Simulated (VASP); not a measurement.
# Sn8S8O (a cell with a defect) in VASP: further runs

Sn8S8O (a cell with a defect) is run at these levels: LDA; tasks: single point.

All numbers are computed with VASP 6.6.1; they aren't measurements. Logs are shortened: lines on timing, memory, paths and dates and some standing lists are left out, and cuts for length are marked.

**1. The cell of the first run**

The cell holds a defect, 17 atoms: a = 7.463 Å, b = 7.463 Å, c = 8.181 Å, α = 74.10°, β = 74.10°, γ = 104.42°.

**2. Single point, LDA, collinear spin, zero start**

INCAR

```
PREC = Accurate
ENCUT = 520
EDIFF = 1E-7
ISMEAR = -1
SIGMA = 0.05
LREAL = Auto
LASPH = T
NELM = 150
ALGO = Normal
ISIF = 2
LWAVE = F
LCHARG = F
ISPIN = 2
MAGMOM = 0 0 0 0 0 0 0 0 0 0 0 0 0 0 0 0 0
LORBIT = 11
NBANDS = 101
```

KPOINTS

```
regular mesh
0
Gamma
  1 1 1
```

POSCAR

```
Sn8S8O
1.0
    2.0452200000      5.8981200000      4.0903230000
    2.0452200000     -5.8981200000      4.0903230000
    8.1808790000      0.0000000000      0.0000000000
Sn S O
8 8 1
Direct
   -0.0431578135      0.7279692575      0.0598236374
    0.5340731732      0.7609590284      0.1436488965
    0.0546347812      0.7008067817      0.5657162032
    0.5075834752      0.7304850099      0.6638745755
    0.5404426293      0.2231889959      0.3151134893
    1.0646631812      0.2138666562      0.3912813288
    0.5408199879      0.2704117901      0.7735785535
    1.0353990413      0.2591686493      0.9233756260
    0.2081690732      0.5094515157      0.0716925430
    0.2838586834      0.9235031802      0.2191304100
    0.3184163861      0.4965070319      0.4740935940
    0.2922782364      0.9527090177      0.6850519569
    0.7738712788      0.0345000894      0.2527971273
    0.8321199019      0.4379264979      0.4716945089
    0.7249211899      0.0070992398      0.8317758002
    0.7484390755      0.4159432972      0.9430749292
    0.2177361775      0.9860318378      1.0585451245
```

Potentials or basis: VASP PAW LDA potentials, release 64 (Sn_d, S, O).

The run is started by

```sh
cat potpaw_LDA.64/Sn_d/POTCAR potpaw_LDA.64/S/POTCAR potpaw_LDA.64/O/POTCAR > POTCAR
mpirun -np 1 vasp_gam > vasp.out
```

OUTCAR:

```text
PREC = Accurate
   ENCUT = 520
   EDIFF = 1E-7
   ISMEAR = -1
   LREAL = Auto
   LASPH = T
   NELM = 150
   ISIF = 2
   ISPIN = 2
   LORBIT = 11

 ion  position               nearest neighbor table
   1  0.957  0.728  0.060-  17 2.37   9 2.78  16 3.00  12 3.06   2 3.13  14 3.19   8 3.66
   2  0.534  0.761  0.144-  15 2.46  10 2.50  11 2.63  13 2.87   9 2.98   1 3.13
   3  0.055  0.701  0.566-  10 2.66  14 2.67  12 2.82  11 2.84  16 3.06   4 3.65   6 3.68   8 3.70

   4  0.508  0.730  0.664-  12 2.59  11 2.99  15 3.14   9 3.15  13 3.21   7 3.39   3 3.65
   5  0.540  0.223  0.315-  13 2.53  16 2.76  12 2.90  10 2.99  14 3.14  11 3.25   6 3.41
   6  0.065  0.214  0.391-   9 2.64  14 2.77  11 2.83  13 2.92   5 3.41   3 3.68
   7  0.541  0.270  0.774-  14 2.53  16 2.58  15 2.68  17 2.72  12 3.01   4 3.39   8 3.60
   8  0.035  0.259  0.923-  13 2.63  16 2.67   9 2.74  15 3.00   7 3.60   1 3.66   3 3.70
   9  0.208  0.509  0.072-   6 2.64   8 2.74   1 2.78   2 2.98   4 3.15
  10  0.284  0.924  0.219-  17 1.52   2 2.50   3 2.66   5 2.99
  11  0.318  0.497  0.474-   2 2.63   6 2.83   3 2.84   4 2.99   5 3.25
  12  0.292  0.953  0.685-   4 2.59   3 2.82   5 2.90   7 3.01   1 3.06
  13  0.774  0.035  0.253-   5 2.53   8 2.63   2 2.87   6 2.92   4 3.21
  14  0.832  0.438  0.472-   7 2.53   3 2.67   6 2.77   5 3.14   1 3.19
  15  0.725  0.007  0.832-   2 2.46   7 2.68   8 3.00   4 3.14
  16  0.748  0.416  0.943-   7 2.58   8 2.67   5 2.76   1 3.00   3 3.06
  17  0.218  0.986  0.059-  10 1.52   1 2.37   7 2.72

  LATTYP: Found a base centered monoclinic cell.
 ALAT       =     9.1462926025
 B/A-ratio  =     1.2897291299
 C/A-ratio  =     0.8944475489
 COS(beta)  =    -0.4472238291

  Lattice vectors:

 A1 = (  -2.0452200000,  -5.8981200000,  -4.0903230000)
 A2 = (  -2.0452200000,   5.8981200000,  -4.0903230000)
 A3 = (   8.1808790000,   0.0000000000,   0.0000000000)

Analysis of symmetry for initial positions (statically):
=====================================================================
 Subroutine PRICEL returns:
 Original cell was already a primitive cell.

 Routine SETGRP: Setting up the symmetry group for a
 base centered monoclinic supercell.

 Subroutine GETGRP returns: Found  1 space group operations
 (whereof  1 operations were pure point group operations)
 out of a pool of  4 trial point group operations.

The static configuration has the point symmetry C_1 .

Analysis of symmetry for dynamics (positions and initial velocities):
=====================================================================
 Subroutine PRICEL returns:
 Original cell was already a primitive cell.

 Routine SETGRP: Setting up the symmetry group for a
 base centered monoclinic supercell.

 Subroutine GETGRP returns: Found  1 space group operations
 (whereof  1 operations were pure point group operations)
 out of a pool of  4 trial point group operations.

The dynamic configuration has the point symmetry C_1 .

Analysis of structural, dynamic, and magnetic symmetry:
=====================================================================
 Subroutine PRICEL returns:
 Original cell was already a primitive cell.

 Routine SETGRP: Setting up the symmetry group for a
 base centered monoclinic supercell.

 Subroutine GETGRP returns: Found  1 space group operations
 (whereof  1 operations were pure point group operations)
 out of a pool of  4 trial point group operations.

The overall configuration has the point symmetry C_1 .

 Subroutine INISYM returns: Found  1 space group operations
 (whereof  1 operations are pure point group operations),
 and found     1 'primitive' translations

----------------------------------------------------------------------------------------

                                     Primitive cell

  volume of cell :     394.7309

  direct lattice vectors                    reciprocal lattice vectors
     2.045220000  5.898120000  4.090323000     0.000000000  0.084772775  0.122239735
     2.045220000 -5.898120000  4.090323000     0.000000000 -0.084772775  0.122239735
     8.180879000  0.000000000  0.000000000     0.122236254  0.000000000 -0.061119875

[... 73 lines left out ...]
   total plane-waves  NPLWV = 200704
   dimension x,y,z NGX =    56 NGY =   56 NGZ =   64
   dimension x,y,z NGXF=   112 NGYF=  112 NGZF=  128
   ions per type =               8   8   1
   NGX,Y,Z   is equivalent  to a cutoff of  12.47, 12.47, 13.01 a.u.
   NGXF,Y,Z  is equivalent  to a cutoff of  24.95, 24.95, 26.01 a.u.
 SYSTEM =  unknown system
   PREC   = accura    normal or accurate (medium, high low for compatibility)
   ISTART =      0    job   : 0-new  1-cont  2-samecut
   ICHARG =      2    charge: 1-file 2-atom 10-const
   ISPIN  =      2    spin polarized calculation?
   LNONCOLLINEAR =      F non collinear calculations
   LSORBIT =      F    spin-orbit coupling
   LASPH  =      T    aspherical Exc in radial PAW
   ENCUT  =  520.0 eV  38.22 Ry    6.18 a.u.  13.88 13.88 15.21*2*pi/ulx,y,z
   NELM   =    150;   NELMIN=  2; NELMDL= -5     # of ELM steps
   EDIFF  = 0.1E-06   stopping-criterion for ELM
   LREAL  =      T    real-space projection
   EDIFFG = 0.1E-05   stopping-criterion for IOM
   NSW    =      0    number of steps for IOM
   IBRION =     -1    ionic relax: 0-MD 1-quasi-New 2-CG
   NFREE  =      0    steps in history (QN), initial steepest desc. (CG)
   ISIF   =      2    stress and relaxation
   ISYM   =      2    0-nonsym 1-usesym 2-fastsym
   POTIM  = 0.5000    time-step for ionic-motion
   TEBEG  =    0.0;   TEEND  =   0.0 temperature during run
   PSTRESS=    0.0 pullay stress
   NELECT =     166.0000    total number of electrons
   NUPDOWN=      -1.0000    fix difference up-down
   EMIN   =  10.00;   EMAX   =-10.00  energy-range for DOS
   EFERMI =   0.00;   METHOD = LEGACY
   ISMEAR =    -1;   SIGMA  =   0.05  broadening in eV -4-tet -1-fermi 0-gaus
   EFERMI_NEDOS =   21; number of points for ismear=-14 and -15
   IALGO  =     38    algorithm
   IMIX   =      4    mixing-type and parameters
     AMIX     =   0.40;   BMIX     =  1.00
     AMIX_MAG =   1.60;   BMIX_MAG =  1.00
  volume/ion in A,a.u.               =      23.22       156.69
  Fermi-wavevector in a.u.,A,eV,Ry     =   1.226527  2.317800 20.468178  1.504369
  Thomas-Fermi vector in A             =   2.361525
   LORBIT       =     11    0 simple, 1 ext, 2 COOP (PROOUT), +10 PAW based schemes
   GGA     = CA    functional components
   LHFCALC =     F    Hartree Fock is set to
   AEXX    =    0.0000 exact exchange contribution
   IVDW    =     0    specifies the selected vdW correction
   LEPSILON=     F    determine dielectric tensor
   LRPA    =     F    only Hartree local field effects (RPA)
 spin polarized calculation
  energy-cutoff  :      520.00
  volume of cell :      394.73
 maximum number of plane-waves:      5313
 NGX is ok and might be reduce to    54
   NGX = 27   NGY = 27   NGZ = 31

 number of electron     166.0000010 magnetization      -0.0000000

 number of electron     166.0000010 magnetization       0.0000000

 Free energy of the ion-electron system (eV)
  ---------------------------------------------------
  ext. energy  EPLUGINS =         0.00000000
  ---------------------------------------------------
  free energy    TOTEN  =       -85.95189440 eV

  energy without entropy =      -85.95188319  energy(sigma->0) =      -85.95188880

 E-fermi :   6.4161     XC(G=0): -10.1740

 val. band max:        5.7946197056   @ k =   0.0000   0.0000   0.0000
 cond. band min:       7.0358613717   @ k =   0.0000   0.0000   0.0000
 fundamental gap:      1.2412416661
 Fermi energy:         6.4160837007

 spin component 1

 k-point     1 :       0.0000    0.0000    0.0000
  band No.  band energies     occupation
      1     -15.9354      1.00000
      2     -15.5727      1.00000
      3     -15.5617      1.00000
      4     -15.5246      1.00000
      5     -15.5063      1.00000
      6     -15.4045      1.00000
[... 87 lines left out ...]
     94       9.2961      0.00000
     95       9.5863      0.00000
 Fermi energy:         6.4160837007

 spin component 2

 k-point     1 :       0.0000    0.0000    0.0000
  band No.  band energies     occupation
      1     -15.9354      1.00000
      2     -15.5727      1.00000
      3     -15.5617      1.00000
      4     -15.5246      1.00000
      5     -15.5063      1.00000
      6     -15.4045      1.00000
[... 87 lines left out ...]
     94       9.2961      0.00000
     95       9.5863      0.00000
 [bands above 95 left out]

------------------------ aborting loop because EDIFF is reached ----------------------------------------

  FORCE on cell =-STRESS in cart. coord.  units (eV):
  Direction    XX          YY          ZZ          XY          YZ          ZX
  --------------------------------------------------------------------------------------
  -------------------------------------------------------------------------------------
  Total       -3.1376362     -5.8005262     -8.8927522      4.4141116      0.6769576     -1.0616289
  in kB      -12.7353826    -23.5438132    -36.0948797     17.9164813      2.7477101     -4.3090561
  external PRESSURE =     -24.1246918 kB  Pullay stress =       0.0000000 kB

 VOLUME and BASIS-vectors are now :
 -----------------------------------------------------------------------------
  energy-cutoff  :      520.00
  volume of cell :      394.73
      direct lattice vectors                 reciprocal lattice vectors
     2.045220000  5.898120000  4.090323000     0.000000000  0.084772775  0.122239735
     2.045220000 -5.898120000  4.090323000     0.000000000 -0.084772775  0.122239735
     8.180879000  0.000000000  0.000000000     0.122236254  0.000000000 -0.061119875

 POSITION                                       TOTAL-FORCE (eV/Angst)
 -----------------------------------------------------------------------------------
      3.93522      1.34992      6.89142        -0.398117      0.241288      0.229140
      3.82380     -1.33820      5.29710         0.091977      0.880485     -0.523902
      6.17310     -3.81120      3.09000         0.419004     -0.262534     -0.480041
      7.96320     -1.31470      5.06410         0.193270      0.209911      0.639402
      4.13970      1.87120      3.12350         0.123025     -0.599468      0.030078
      3.77068     -0.88002      1.13928         0.352106     -0.366588      0.093719
[... 9 lines left out ...]
     10.09660      1.96110      4.76270         0.469928     -0.224362      1.410312
      2.94092     -4.53150      4.92380        -1.959554     -1.376968     -0.814729
 -----------------------------------------------------------------------------------
    total drift:                                0.003337     -0.006912      0.007444

  FREE ENERGIE OF THE ION-ELECTRON SYSTEM (eV)
  ---------------------------------------------------
  free  energy   TOTEN  =       -85.9518944034 eV

  energy  without entropy=      -85.9518831879  energy(sigma->0) =      -85.95188880

 total charge

# of ion       s       p       d       tot
------------------------------------------
    1        1.351   0.663   9.995  12.009
    2        1.242   0.966  10.052  12.259
    3        1.329   0.792  10.004  12.125
    4        1.357   0.711   9.979  12.048
    5        1.320   0.790  10.004  12.114
    6        1.341   0.730   9.992  12.063
[... 9 lines left out ...]
   16        1.356   2.322   0.000   3.678
   17        1.590   3.468   0.000   5.059
--------------------------------------------------
tot         23.104  28.100  80.052 131.256

 magnetization (x)

# of ion       s       p       d       tot
------------------------------------------
    1       -0.000  -0.000   0.000  -0.000
    2        0.000   0.000   0.000   0.000
    3       -0.000   0.000  -0.000   0.000
    4       -0.000   0.000  -0.000   0.000
    5       -0.000   0.000  -0.000   0.000
    6        0.000   0.000   0.000   0.000
[... 9 lines left out ...]
   16       -0.000  -0.000   0.000  -0.000
   17       -0.000  -0.000   0.000  -0.000
--------------------------------------------------
tot         -0.000  -0.000   0.000  -0.000
```

Run time: 2.4 min. Hardware: 1 thread of Intel Xeon Platinum 8488C (Sapphire Rapids), shared host; peak memory 0.39 GiB.

What came out:

```yaml
Free_energy: -85.9519 eV
Pressure: -2.4 GPa
Largest_force: 3.158 eV/Å
Band_gap_on_the_k_mesh: 1.24 eV
Net_moment: 0.00 μB per cell
Valence_electrons_inside_the_program's_atomic_spheres: Sn 12.01, 12.26, 12.12, 12.05, 12.11, 12.06, 12.15; S 3.65, 3.69, 3.62, 3.67, 3.68; O 5.06
```

Forces in eV/Å, atoms in the order of the input:
```
Sn  -0.398  0.241  0.229
Sn   0.092  0.880 -0.524
Sn   0.419 -0.263 -0.480
Sn   0.193  0.210  0.639
Sn   0.123 -0.599  0.030
Sn   0.352 -0.367  0.094
Sn  -0.184  0.179 -0.350
Sn  -0.746 -0.095 -0.540
S   -0.371 -0.125  0.174
S    2.719  1.117  1.155
S    1.192 -1.004 -0.161
S   -0.825  0.400 -0.517
S    0.820  0.652 -0.913
S   -1.405  0.068 -0.321
S   -0.492  0.307  0.889
S    0.470 -0.224  1.410
O   -1.960 -1.377 -0.815
```

Levels at points of the mesh, in eV from the valence-band top:
Spin up:
| k point | band 79 | band 80 | band 81 | band 82 | band 83 | band 84 | band 85 | band 86 | band 87 | band 88 |
| --- | --- | --- | --- | --- | --- | --- | --- | --- | --- | --- |
| (0.00, 0.00, 0.00) | -1.01 | -0.91 | -0.47 | -0.16 | 0.00 | 1.24 | 1.51 | 1.64 | 2.15 | 2.24 |
Spin down:
| k point | band 79 | band 80 | band 81 | band 82 | band 83 | band 84 | band 85 | band 86 | band 87 | band 88 |
| --- | --- | --- | --- | --- | --- | --- | --- | --- | --- | --- |
| (0.00, 0.00, 0.00) | -1.01 | -0.91 | -0.47 | -0.16 | 0.00 | 1.24 | 1.51 | 1.64 | 2.15 | 2.24 |

Caveat: the k points lie up to 0.93 Å⁻¹ apart; spin-orbit coupling is left out, which moves the levels of the heavy elements.

**3. Single point, LDA, collinear spin, zero start**

INCAR

```
PREC     = Accurate       # precision mode
ENCUT    = 520            # plane-wave cutoff, eV
EDIFF    = 1E-6           # SCF threshold, eV
ISMEAR   = -1             # smearing method
SIGMA    = 0.05           # smearing width, eV
LREAL    = Auto         
LASPH    = True           # aspherical terms in the spheres
NELM     = 150            # most SCF steps
ALGO     = Normal         # electronic algorithm
ISIF     = 2              # what is computed and relaxed
LWAVE    = False          # write WAVECAR
LCHARG   = False          # write CHGCAR
ISPIN    = 2              # spin polarisation
MAGMOM   = 0 0 0 0 0 0 0 0 0 0 0 0 0 0 0 0 0 # initial moments
LORBIT   = 11             # projections on sites
GGA      = CA             # functional
NBANDS   = 101            # bands
```

KPOINTS

```
Automatic mesh
0
Gamma
  1 1 1
```

POSCAR

```
Sn8S8O
1.0
    2.0452200000      5.8981200000      4.0903230000
    2.0452200000     -5.8981200000      4.0903230000
    8.1808790000      0.0000000000      0.0000000000
Sn S O
8 8 1
Direct
   -0.0322885142      0.7340912814      0.0506496850
    0.5075493112      0.6924048245      0.1495230284
    0.0746748914      0.7336475810      0.5285376685
    0.5461114267      0.7208789797      0.6518768804
    0.5050725912      0.1938208703      0.3047483180
    1.0471176831      0.2131739858      0.4080400496
    0.5165880482      0.2388046189      0.7390838820
    0.9939240396      0.2582998068      0.9154916904
    0.2137734185      0.5006444893      0.0252855722
    0.3736329593      0.9776050725      0.1564649658
    0.2824437927      0.4970545501      0.4944034008
    0.2713083488      0.9198200780      0.6693266480
    0.7583365197     -0.0139943247      0.2922615597
    0.8110113960      0.4097479426      0.4359163099
    0.7812138909      0.0508964338      0.7789445757
    0.7858435185      0.4708787501      0.8715355015
    0.2477844135      1.0195727121      1.0453370426
```

Potentials or basis: VASP PAW LDA potentials, release 64 (Sn_d, S, O).

The run is started by

```sh
cat potpaw_LDA.64/Sn_d/POTCAR potpaw_LDA.64/S/POTCAR potpaw_LDA.64/O/POTCAR > POTCAR
mpirun -np 1 vasp_gam > vasp.out
```

Wall time 2 min (1 thread of Intel Xeon Platinum 8488C (Sapphire Rapids), shared host); peak memory 0.39 GiB.

Results (log left out):

```yaml
Free_energy: -86.4988 eV
Pressure: -3.2 GPa
Largest_force: 2.895 eV/Å
Band_gap_on_the_k_mesh: 1.65 eV
Net_moment: 0.00 μB per cell
Valence_electrons_inside_the_program's_atomic_spheres: Sn 11.98, 12.13, 12.16, 12.01, 12.17, 12.11, 12.09; S 3.63, 3.69, 3.68, 3.65, 3.67, 3.66; O 5.08
```

Forces in eV/Å, atoms in the order of the input:
```
Sn  -0.295  0.183 -0.139
Sn  -0.304  0.294  0.576
Sn  -0.706 -0.059 -1.155
Sn   0.010 -0.219 -0.212
Sn   0.885  0.074  1.031
Sn  -0.236 -0.163 -0.218
Sn   0.325  0.004  0.355
Sn  -0.008  0.332 -0.350
S    0.388 -0.038  0.368
S    1.738  1.981 -0.571
S    0.367  0.075  0.076
S    0.490  0.523  0.847
S   -0.246 -0.508 -0.159
S   -0.684 -0.375  1.081
S   -0.212  0.116 -1.000
S    0.521 -0.323  0.273
O   -2.033 -1.898 -0.804
```

Stress tensor (GPa, compression positive):
```
-2.28  0.69  2.83
 0.69 -2.73 -0.71
 2.83 -0.71 -4.62
```

Levels at points of the mesh, in eV from the valence-band top:
Spin up:
```
           k point  band 79  band 80  band 81  band 82  band 83  band 84  band 85  band 86  band 87  band 88
(0.00, 0.00, 0.00)    -0.92    -0.69    -0.23    -0.06     0.00     1.65     1.67     1.88     2.35     2.48
```
Spin down:
| k point | band 79 | band 80 | band 81 | band 82 | band 83 | band 84 | band 85 | band 86 | band 87 | band 88 |
| --- | --- | --- | --- | --- | --- | --- | --- | --- | --- | --- |
| (0.00, 0.00, 0.00) | -0.92 | -0.69 | -0.23 | -0.06 | 0.00 | 1.65 | 1.67 | 1.88 | 2.35 | 2.48 |

Caveat: the k points lie up to 0.93 Å⁻¹ apart; spin-orbit coupling is left out, which moves the levels of the heavy elements.

[end of part 1 of 2]
